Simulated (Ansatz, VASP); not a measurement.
# Ir3Ru2: VASP beside Ansatz

Contents of INCAR:

```
SYSTEM = Ir3Ru2
PREC     = Accurate       ! precision mode
ENCUT    = 520            ! plane-wave cutoff, eV
EDIFF    = 1E-7           ! SCF threshold, eV
ISMEAR   = 0              ! smearing method
SIGMA    = 0.1            ! smearing width, eV
LREAL    = .False.        ! projectors in reciprocal space
LASPH    = .True.         ! aspherical terms in the spheres
NELM     = 100            ! most SCF steps
ALGO     = Normal         ! electronic algorithm
ISIF     = 2              ! what is computed and relaxed
LWAVE    = .False.        ! write WAVECAR
LCHARG   = .True.         ! write CHGCAR
GGA      = PE             ! functional
LELF     = .True.         ! ELF
LVHAR    = .True.       
NBANDS   = 36             ! bands
```

Contents of KPOINTS:

```
regular mesh
0
Gamma
  6 6 6
  0 0 0
```

The input POSCAR:

```
Ir3Ru2
1.0
    1.3588189000      0.7845144000     11.1099150000
   -1.3588189000      0.7845144000     11.1099150000
    0.0000000000     -1.5690289000     11.1099150000
Ru Ir
2 3
Direct
    0.0999450000      0.0999450000      0.0999450000
    0.9000550000      0.9000550000      0.9000550000
    0.2988550000      0.2988550000      0.2988550000
    0.7011450000      0.7011450000      0.7011450000
    0.5000000000      0.5000000000      0.5000000000
```

Input for Ansatz:

```yaml
crystal:
  lattice:
    - [1.3588189, 0.7845144, 11.109915]
    - [-1.3588189, 0.7845144, 11.109915]
    - [0.0, -1.5690289, 11.109915]
  atoms:
    - { symbol: Ru, position: [0.099945, 0.099945, 0.099945] }
    - { symbol: Ru, position: [0.900055, 0.900055, 0.900055] }
    - { symbol: Ir, position: [0.298855, 0.298855, 0.298855] }
    - { symbol: Ir, position: [0.701145, 0.701145, 0.701145] }
    - { symbol: Ir, position: [0.5, 0.5, 0.5] }
basis:
  ecutwfc: 420
kpoints:
  mp_grid: { grid: [6, 6, 6] }
hamiltonian:
  xc: pbe
scf:
  occupations: { method: gaussian, width: 0.1 }
  lower_state_search: "off"
output:
  forces: true
  stress: true
  eigenvalues: true
```

Alike in both runs: task single point; functional PBE; k mesh 6 × 6 × 6; occupations gaussian, width 0.1 eV; no spin polarisation.

|  | VASP | Ansatz |
| --- | --- | --- |
| version | VASP 6.6.1 | Ansatz 0.2.0 |
| potentials or method | VASP PAW PBE potentials, release 64 (Ru_pv, Ir), cutoff 520 eV | scalar-relativistic, plane waves, PAW |
| valence electrons in the cell | 55 | 83 |

|  | VASP | Ansatz | Ansatz less VASP |
| --- | --- | --- | --- |
| gap on the k mesh at the Fermi level (eV) | none | none | - |
| pressure (GPa) | 1.6 | 1.4 | -0.24 |
| traceless stress, the component that is largest in VASP (GPa) | -3.28 | -3.25 | +0.029 |
| rms of the force components (eV/Å) | 0.034 | 0.039 | +0.0050 |

Atom by atom the forces differ by 0.008 eV/Å (rms over components). A gap of «none» marks a metal or a gap that the smearing closes. The functional is the same, so the differences come from potentials, cutoffs and numerics. VASP's potentials hold 55 valence electrons a cell and Ansatz's 83, so a difference there can come from the potentials and not from the codes.

The k mesh is coarse, so the values compare programs but aren't converged. Spin-orbit coupling is off throughout.
